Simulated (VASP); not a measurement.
# HfSn3S8 (P-3m1) in VASP: single point with LDA

Aim: the single point of HfSn3S8 with LDA.

All numbers are computed with VASP 6.6.1; they aren't measurements. Logs are shortened: lines on timing, memory, paths and dates and some standing lists are left out, and cuts for length are marked.

### 1 The cell of the first run

The structure is trigonal, space group P-3m1 (No. 164). Conventional cell: a = 7.398 Å, b = 7.398 Å, c = 6.817 Å, α = 90.00°, β = 90.00°, γ = 120.00°. Within 3.4 Å of Hf (site symmetry -3m) lie 6 S at 2.58 Å. Sn (site symmetry 2/m) has 6 S at 2.59 to 2.60 Å within 3.4 Å. Within 3.4 Å of S (site symmetry m) lie 1 Hf at 2.58 Å and 2 Sn at 2.60 Å. S (site symmetry 3m) has 3 Sn at 2.59 Å within 3.4 Å.

### 2 Single point, LDA

File POSCAR:

```
HfSn3S8
1.0
    7.3978110740     -0.0000000289      0.0000000000
   -3.6989055120      6.4066923369      0.0000000000
    0.0000000000      0.0000000000      6.8166630000
Hf Sn S
1 3 8
Direct
    0.0000000000      0.0000000000      0.0000000000
    0.5000000000      0.5000000000      0.0000000000
    0.5000000000      0.0000000000      0.0000000000
    0.0000000000      0.5000000000      0.0000000000
    0.6693210000      0.8346605000      0.2165610000
    0.6666666667      0.3333333333      0.2148820000
    0.1653395000      0.8346605000      0.2165610000
    0.1653395000      0.3306790000      0.2165610000
    0.8346605000      0.6693210000      0.7834390000
    0.8346605000      0.1653395000      0.7834390000
    0.3333333333      0.6666666667      0.7851180000
    0.3306790000      0.1653395000      0.7834390000
```

File INCAR.step1:

```
PREC = Accurate
ENCUT = 520
EDIFF = 1E-6
ISMEAR = 0
SIGMA = 0.02
LREAL = F
LASPH = T
NELM = 100
ALGO = Normal
ISIF = 2
LWAVE = F
LCHARG = T
LMAXMIX = 4
NBANDS = 62
```

File KPOINTS.step1:

```
Automatic mesh
0
Gamma
  6 6 4
```

File INCAR.step2:

```
PREC = Accurate
ENCUT = 520
EDIFF = 1E-6
ISMEAR = -5
SIGMA = 0.02
LREAL = F
LASPH = T
NELM = 100
ALGO = Normal
ISIF = 2
LWAVE = F
LCHARG = F
LMAXMIX = 4
LORBIT = 11
NBANDS = 62
NEDOS = 1001
ICHARG = 11
```

File KPOINTS.step2:

```
Automatic mesh
0
Gamma
  9 9 6
```

Potentials or basis: VASP PAW LDA potentials, release 64 (Hf_pv, Sn_d, S).

Launch:

```bash
cat potpaw_LDA.64/Hf_pv/POTCAR potpaw_LDA.64/Sn_d/POTCAR potpaw_LDA.64/S/POTCAR > POTCAR
cp INCAR.step1 INCAR
cp KPOINTS.step1 KPOINTS
mpirun -np 1 vasp_std > vasp.out
cp INCAR.step2 INCAR
cp KPOINTS.step2 KPOINTS
mpirun -np 1 vasp_std > vasp.out
```

OUTCAR:

```text
PREC = Accurate
   ENCUT = 520
   EDIFF = 1E-6
   ISMEAR = -5
   LREAL = F
   LASPH = T
   NELM = 100
   ISIF = 2
   LORBIT = 11
   ICHARG = 11

 ion  position               nearest neighbor table
   1  0.000  0.000  0.000-   8 2.58   9 2.58   5 2.58  12 2.58  10 2.58   7 2.58   2 3.70   2 3.70
                             4 3.70   4 3.70   3 3.70   3 3.70
   2  0.500  0.500  0.000-   6 2.59  11 2.59   5 2.60  12 2.60   8 2.60   9 2.60   1 3.70   1 3.70
                             3 3.70   3 3.70   4 3.70   4 3.70
   3  0.500  0.000  0.000-   6 2.59  11 2.59  10 2.60   7 2.60   5 2.60  12 2.60   4 3.70   4 3.70
                             2 3.70   2 3.70   1 3.70   1 3.70
   4  0.000  0.500  0.000-   6 2.59  11 2.59  10 2.60   7 2.60   8 2.60   9 2.60   3 3.70   3 3.70
                             1 3.70   1 3.70   2 3.70   2 3.70
   5  0.669  0.835  0.217-   1 2.58   2 2.60   3 2.60
   6  0.667  0.333  0.215-   3 2.59   4 2.59   2 2.59
   7  0.165  0.835  0.217-   1 2.58   4 2.60   3 2.60
   8  0.165  0.331  0.217-   1 2.58   2 2.60   4 2.60
   9  0.835  0.669  0.783-   1 2.58   2 2.60   4 2.60
  10  0.835  0.165  0.783-   1 2.58   4 2.60   3 2.60
  11  0.333  0.667  0.785-   3 2.59   4 2.59   2 2.59
  12  0.331  0.165  0.783-   1 2.58   2 2.60   3 2.60

  LATTYP: Found a hexagonal cell.
 ALAT       =     7.3978110740
 C/A-ratio  =     0.9214432393

  Lattice vectors:

 A1 = (   7.3978110740,  -0.0000000289,   0.0000000000)
 A2 = (  -3.6989055120,   6.4066923369,   0.0000000000)
 A3 = (   0.0000000000,   0.0000000000,   6.8166630000)

Analysis of symmetry for initial positions (statically):
=====================================================================
 Subroutine PRICEL returns:
 Original cell was already a primitive cell.

 Routine SETGRP: Setting up the symmetry group for a
 hexagonal supercell.

 Subroutine GETGRP returns: Found 12 space group operations
 (whereof 12 operations were pure point group operations)
 out of a pool of 24 trial point group operations.

The static configuration has the point symmetry D_3d.

Analysis of symmetry for dynamics (positions and initial velocities):
=====================================================================
 Subroutine PRICEL returns:
 Original cell was already a primitive cell.

 Routine SETGRP: Setting up the symmetry group for a
 hexagonal supercell.

 Subroutine GETGRP returns: Found 12 space group operations
 (whereof 12 operations were pure point group operations)
 out of a pool of 24 trial point group operations.

The dynamic configuration has the point symmetry D_3d.

 Subroutine INISYM returns: Found 12 space group operations
 (whereof 12 operations are pure point group operations),
 and found     1 'primitive' translations

----------------------------------------------------------------------------------------

                                     Primitive cell

  volume of cell :     323.0791

  direct lattice vectors                    reciprocal lattice vectors
     7.397811074 -0.000000029  0.000000000     0.135175120  0.078043391  0.000000000
    -3.698905512  6.406692337  0.000000000     0.000000001  0.156086784  0.000000000
     0.000000000  0.000000000  6.816663000     0.000000000  0.000000000  0.146699345

  length of vectors
     7.397811074  7.397811074  6.816663000     0.156086784  0.156086784  0.146699345

  position of ions in fractional coordinates (direct lattice)
     0.000000000  0.000000000  0.000000000
     0.500000000  0.500000000  0.000000000
     0.500000000  0.000000000  0.000000000
     0.000000000  0.500000000  0.000000000
     0.669321000  0.834660500  0.216561000
     0.666666667  0.333333333  0.214882000
     0.165339500  0.834660500  0.216561000
     0.165339500  0.330679000  0.216561000
     0.834660500  0.669321000  0.783439000
     0.834660500  0.165339500  0.783439000
     0.333333333  0.666666667  0.785118000
     0.330679000  0.165339500  0.783439000

  ion indices of the primitive-cell ions
   primitive index   ion index
                 1           1
                 2           2
[... 26 lines left out ...]
  Length of vectors
     0.017342976  0.017342976  0.024449891

  Shift w.r.t. Gamma in fractional coordinates (k-lattice)
     0.000000000  0.000000000  0.000000000

 TETIRR: Found    674 inequivalent tetrahedra from     2916

 Subroutine IBZKPT returns following result:
 ===========================================

 Found     62 irreducible k-points:

 Following reciprocal coordinates:
            Coordinates               Weight
  0.000000  0.000000  0.000000      1.000000
  0.111111  0.000000  0.000000      6.000000
  0.222222 -0.000000  0.000000      6.000000
  0.333333  0.000000  0.000000      6.000000
  0.444444 -0.000000  0.000000      6.000000
  0.111111  0.111111  0.000000      6.000000
[... 16 lines left out ...]
  0.222222  0.111111  0.166667     12.000000
 -0.111111  0.333333  0.166667     12.000000
 [... further k-points ...]
   k-points           NKPTS =     62   k-points in BZ     NKDIM =     62   number of bands    NBANDS=     62
   number of dos      NEDOS =   1001   number of ions     NIONS =     12
   total plane-waves  NPLWV = 169344
   dimension x,y,z NGX =    56 NGY =   56 NGZ =   54
   dimension x,y,z NGXF=   112 NGYF=  112 NGZF=  108
   ions per type =               1   3   8
   NGX,Y,Z   is equivalent  to a cutoff of  12.58, 12.58, 13.17 a.u.
   NGXF,Y,Z  is equivalent  to a cutoff of  25.17, 25.17, 26.34 a.u.
 SYSTEM =  unknown system
   PREC   = accura    normal or accurate (medium, high low for compatibility)
   ISTART =      0    job   : 0-new  1-cont  2-samecut
   ICHARG =     11    charge: 1-file 2-atom 10-const
   ISPIN  =      1    spin polarized calculation?
   LNONCOLLINEAR =      F non collinear calculations
   LSORBIT =      F    spin-orbit coupling
   LASPH  =      T    aspherical Exc in radial PAW
   ENCUT  =  520.0 eV  38.22 Ry    6.18 a.u.  13.76 13.76 12.67*2*pi/ulx,y,z
   NELM   =    100;   NELMIN=  2; NELMDL=  0     # of ELM steps
   EDIFF  = 0.1E-05   stopping-criterion for ELM
   LREAL  =      F    real-space projection
   EDIFFG = 0.1E-04   stopping-criterion for IOM
   NSW    =      0    number of steps for IOM
   IBRION =     -1    ionic relax: 0-MD 1-quasi-New 2-CG
   NFREE  =      0    steps in history (QN), initial steepest desc. (CG)
   ISIF   =      2    stress and relaxation
   ISYM   =      2    0-nonsym 1-usesym 2-fastsym
   POTIM  = 0.5000    time-step for ionic-motion
   TEBEG  =    0.0;   TEEND  =   0.0 temperature during run
   PSTRESS=    0.0 pullay stress
   NELECT =     100.0000    total number of electrons
   NUPDOWN=      -1.0000    fix difference up-down
   EMIN   =  10.00;   EMAX   =-10.00  energy-range for DOS
   EFERMI =   0.00;   METHOD = LEGACY
   ISMEAR =    -5;   SIGMA  =   0.02  broadening in eV -4-tet -1-fermi 0-gaus
   EFERMI_NEDOS =   21; number of points for ismear=-14 and -15
   IALGO  =     38    algorithm
   IMIX   =      4    mixing-type and parameters
     AMIX     =   0.40;   BMIX     =  1.00
     AMIX_MAG =   1.60;   BMIX_MAG =  1.00
  volume/ion in A,a.u.               =      26.92       181.69
  Fermi-wavevector in a.u.,A,eV,Ry     =   1.107402  2.092686 16.685349  1.226339
  Thomas-Fermi vector in A             =   2.243915
   LORBIT       =     11    0 simple, 1 ext, 2 COOP (PROOUT), +10 PAW based schemes
   GGA     = CA    functional components
   LHFCALC =     F    Hartree Fock is set to
   AEXX    =    0.0000 exact exchange contribution
   IVDW    =     0    specifies the selected vdW correction
   LEPSILON=     F    determine dielectric tensor
   LRPA    =     F    only Hartree local field effects (RPA)
 non-spin polarized calculation
 Fermi weights with tetrahedron method with Bloechl corrections
  energy-cutoff  :      520.00
  volume of cell :      323.08
 maximum number of plane-waves:      8722
 NGX is ok and might be reduce to    56

 number of electron     100.0000014 magnetization

 Free energy of the ion-electron system (eV)
  ---------------------------------------------------
  ext. energy  EPLUGINS =         0.00000000
  ---------------------------------------------------
  free energy    TOTEN  =       -68.88041943 eV

  energy without entropy =      -68.88041943  energy(sigma->0) =      -68.88041943

 E-fermi :   2.2484     XC(G=0):  -8.9862

 val. band max:        2.2446965858   @ k =   0.3333   0.3333   0.0000
 cond. band min:       2.9642575314   @ k =   0.0000   0.0000   0.1667
 fundamental gap:      0.7195609456
 Fermi energy:         2.2484285883

 k-point     1 :       0.0000    0.0000    0.0000
  band No.  band energies     occupation
      1     -28.1062      2.00000
      2     -28.1062      2.00000
      3     -28.0654      2.00000
      4     -18.6683      2.00000
      5     -18.6229      2.00000
      6     -18.6229      2.00000
[... 1549 lines left out ...]
     61       7.8630      0.00000
     62       7.9791      0.00000

 [... further k-points ...]
[... 5 lines left out ...]
  --------------------------------------------------------------------------------------
  -------------------------------------------------------------------------------------
  Total       -8.7551944     -8.7551944     -6.6403804      0.0000000      0.0000000      0.0000000
  in kB      -43.4177633    -43.4177633    -32.9302188      0.0000000      0.0000000      0.0000000
  external PRESSURE =     -39.9219151 kB  Pullay stress =       0.0000000 kB

 VOLUME and BASIS-vectors are now :
 -----------------------------------------------------------------------------
  energy-cutoff  :      520.00
  volume of cell :      323.08
      direct lattice vectors                 reciprocal lattice vectors
     7.397811074 -0.000000029  0.000000000     0.135175120  0.078043391  0.000000000
    -3.698905512  6.406692337  0.000000000     0.000000001  0.156086784  0.000000000
     0.000000000  0.000000000  6.816663000     0.000000000  0.000000000  0.146699345

 POSITION                                       TOTAL-FORCE (eV/Angst)
 -----------------------------------------------------------------------------------
      0.00000      0.00000      0.00000         0.000000     -0.000000      0.000000
      1.84945      3.20335      0.00000         0.000000     -0.000000      0.000000
      3.69891     -0.00000      0.00000         0.000000     -0.000000      0.000000
     -1.84945      3.20335      0.00000         0.000000     -0.000000      0.000000
      1.86418      5.34741      1.47622         0.078771      0.045478     -0.408490
      3.69891      2.13556      1.46478         0.000000     -0.000000     -0.372653
     -1.86418      5.34741      1.47622        -0.078771      0.045478     -0.408490
      0.00000      2.11856      1.47622        -0.000000     -0.090957     -0.408490
      3.69891      4.28813      5.34044         0.000000      0.090957      0.408490
      5.56309      1.05928      5.34044         0.078771     -0.045478      0.408490
      0.00000      4.27113      5.35188         0.000000     -0.000000      0.372653
      1.83473      1.05928      5.34044        -0.078771     -0.045478      0.408490
 -----------------------------------------------------------------------------------
    total drift:                               -0.000000      0.000000      0.000000

  FREE ENERGIE OF THE ION-ELECTRON SYSTEM (eV)
  ---------------------------------------------------
  free  energy   TOTEN  =       -68.8804194292 eV

  energy  without entropy=      -68.8804194292  energy(sigma->0) =      -68.88041943

 total charge

# of ion       s       p       d       tot
------------------------------------------
    1        0.331   6.525   1.361   8.217
    2        1.042   1.020  10.131  12.192
    3        1.042   1.020  10.131  12.192
    4        1.042   1.020  10.131  12.192
    5        1.356   2.340   0.000   3.696
    6        1.368   2.294   0.000   3.662
    7        1.356   2.340   0.000   3.696
    8        1.356   2.340   0.000   3.696
    9        1.356   2.340   0.000   3.696
   10        1.356   2.340   0.000   3.696
   11        1.368   2.294   0.000   3.662
   12        1.356   2.340   0.000   3.696
--------------------------------------------------
tot         14.326  28.213  31.753  74.291
```

Wall time 86 min (1 thread of Oxide Virtual Turin-like, shared host); peak memory 0.93 GiB.

What came out:

| Item | Value |
| --- | --- |
| Valence electrons inside the program's atomic spheres | Hf 8.22; Sn 12.19; S 3.70, 3.66 (each value once) |

Levels at points of the mesh, in eV from the valence-band top:
```
           k point  band 48  band 49  band 50  band 51  band 52  band 53
(0.00, 0.00, 0.00)    -0.21    -0.08    -0.08     0.72     0.72     1.38
(0.00, 0.00, 0.50)    -0.27    -0.08    -0.08     0.74     0.74     1.49
```

Caveat: spin-orbit coupling is left out, which moves the levels of the heavy elements.
